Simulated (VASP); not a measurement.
Write the native input for VASP 6.6.1 that does the following.

```
Task                   : single point
Functional             : PBE
Potentials or basis    : VASP PAW PBE potentials, release 64 (Pt, F)
Cutoff                 : 520 eV
k mesh                 : 4 × 4 × 6
Occupations            : gaussian, width 0.1 eV
Spin                   : no spin polarisation
Dipole correction      : no
Further INCAR settings : ALGO = Normal; EDIFF = 1e-06; NBANDS = 19
```

The structure of PtF2 lies in POSCAR:

```
PtF2
1.0
    2.8619924967     -3.2370228978      0.0000000000
    2.8619924967      3.2370228978      0.0000000000
    0.0000000000      0.0000000000      3.1215172646
Pt F
1 2
Direct
    0.5000000000      0.5000000000      0.5000000000
    0.7241820983      0.7241820983      0.0000000000
    0.2758179017      0.2758179017      0.0000000000
```

These files were run (other wordings do the same):

INCAR

```
PREC     = Accurate       # precision mode
ENCUT    = 520            # plane-wave cutoff, eV
EDIFF    = 1E-6           # SCF threshold, eV
ISMEAR   = 0              # smearing method
SIGMA    = 0.1            # smearing width, eV
LREAL    = F              # projectors in reciprocal space
LASPH    = T              # aspherical terms in the spheres
NELM     = 80             # most SCF steps
ALGO     = Normal         # electronic algorithm
ISIF     = 2              # what is computed and relaxed
LWAVE    = F              # write WAVECAR
LCHARG   = F              # write CHGCAR
GGA      = PE             # functional
NBANDS   = 19             # bands
```

KPOINTS

```
regular mesh
0
Gamma
  4 4 6
```

Potentials or basis: VASP PAW PBE potentials, release 64 (Pt, F).

Launch:

```console
$ cat potpaw_PBE.64/Pt/POTCAR potpaw_PBE.64/F/POTCAR > POTCAR
$ mpirun -np 1 vasp_std > vasp.out
```

Results of the run:

- Pressure: 0.4 GPa
- Largest force: 0.106 eV/Å
- Band gap on the k mesh: 1.10 eV, indirect (least direct gap 1.21 eV)

Caveat: spin-orbit coupling is left out, which moves the levels of the heavy elements.

Wall time 7.5 s on 1 thread of Intel(R) Xeon(R) 6975P-C (Granite Rapids) (shared host), peak memory 0.17 GiB.
